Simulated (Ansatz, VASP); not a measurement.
ZrTiN: VASP beside Ansatz

```
Zr Ti N
1.0
     3.25728    0.00000    0.00000
     0.00000    3.25728    0.00000
     0.00000    0.00000    4.06515
Zr Ti N
1 1 1
Direct
  0.00000 0.00000 0.00000
  0.50000 0.50000 0.50000
  0.50000 0.50000 0.00000
```

Change from the starting cell: species swapped into the ErCoC type (Pmmm, No. 47).

Alike in both runs: functional PBE; k mesh 14 × 14 × 12; occupations gaussian, width 0.1 eV; no spin polarisation.

Ansatz relaxed the structure, and its values are those at the end. VASP's run is a single point on that final structure, the one shown.

|  | VASP | Ansatz |
| --- | --- | --- |
| version | VASP 6.6.1 | Ansatz 0.2.0 |
| potentials or method | VASP PAW PBE potentials, release 64 (Zr_sv, Ti_sv, N), cutoff 520 eV | scalar-relativistic, plane waves, PAW |
| valence electrons in the cell | 29 | 29 |

```tsv
	VASP	Ansatz	Ansatz less VASP
gap on the k mesh at the Fermi level (eV)	none	none	-
pressure (GPa)	0.2	0.0	-0.16
```

A gap of «none» marks a metal or a gap that the smearing closes. The functional is the same, so the differences come from potentials, cutoffs and numerics.
